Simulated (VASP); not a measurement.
Here is a VASP 6.6.1 calculation.

The input INCAR:

```
ALGO = Normal
EDIFF = 1E-6
EDIFFG = -0.03
ENCUT = 600
GGA = PE
IBRION = 2
ISIF = 3
ISMEAR = 1
LASPH = T
LCHARG = F
LREAL = F
LWAVE = F
NELM = 80
NSW = 80
PREC = Accurate
SIGMA = 0.05
```

Contents of KPOINTS:

```
k-points
0
Gamma
  7 7 7
```

File POSCAR:

```
Rh
1.0
    2.4700000000      0.0000000000      0.0000000000
    0.0000000000      2.4700000000      0.0000000000
    0.0000000000      0.0000000000      2.4700000000
Rh
1
Direct
    0.0000000000      0.0000000000      0.0000000000
```

Potentials or basis: VASP PAW PBE potentials, release 64 (Rh_pv).

Command:

```console
$ cat potpaw_PBE.64/Rh_pv/POTCAR > POTCAR
$ mpirun -np 1 vasp_std > vasp.out
```

Question: Predict the space group after relaxing (to 0.05 Å).

Answer: Pm-3m (No. 221).

Question: Estimate the relaxed volume.

Answer: 16.28 Å³/atom.

Final structure:
```
Rh
1.0
     2.53445    0.00000    0.00000
     0.00000    2.53445    0.00000
     0.00000    0.00000    2.53445
Rh
1
Direct
  0.00000 0.00000 0.00000
```

Caveat: the k points lie up to 0.35 Å⁻¹ apart in the final cell.
